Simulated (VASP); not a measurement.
Set up this calculation in VASP 6.6.1, as the native input.

```
Task                   : single point
Functional             : LDA
Potentials or basis    : VASP PAW LDA potentials, release 64 (Na_pv)
Cutoff                 : 500 eV
k mesh                 : 7 × 7 × 4
Occupations            : methfessel-paxton, width 0.1 eV
Spin                   : no spin polarisation
Dipole correction      : no
Further INCAR settings : ALGO = Normal; EDIFF = 1e-06; NBANDS = 14
```

The structure of Na lies in POSCAR:

```
Na
1.0
    3.6009449612      0.0000000000      0.0000000000
   -1.8004724806      3.1185098140      0.0000000000
    0.0000000000      0.0000000000      5.9267539970
Na
2
Direct
    0.3333333333      0.6666666667      0.2500000000
    0.6666666667      0.3333333333      0.7500000000
```

The input as run:

INCAR

```
PREC = Accurate ; ENCUT = 500
EDIFF = 1E-6 ; ISMEAR = 1
SIGMA = 0.1 ; LREAL = F
LASPH = T ; NELM = 120
ALGO = Normal ; ISIF = 2
LWAVE = F ; LCHARG = T
GGA = CA ; LELF = T
LVHAR = T ; NBANDS = 14
GGA_COMPAT = F
```

KPOINTS

```
Automatic mesh
0
Gamma
  7 7 4
```

Potentials or basis: VASP PAW LDA potentials, release 64 (Na_pv).

The run is started by

```sh
$ cat potpaw_LDA.64/Na_pv/POTCAR > POTCAR
$ mpirun -np 1 vasp_std > vasp.out
```

Results of the run:

```
Pressure               : 0.0 GPa
Band gap on the k mesh : zero (band 7 reaches 1.82 eV, above the bottom of band 8 at -1.94 eV)
```

It took 12 s on 1 thread of Intel(R) Xeon(R) Platinum 8259CL CPU @ 2.50GHz (Skylake/Cascade Lake), with other jobs on the host, peak memory 0.15 GiB.
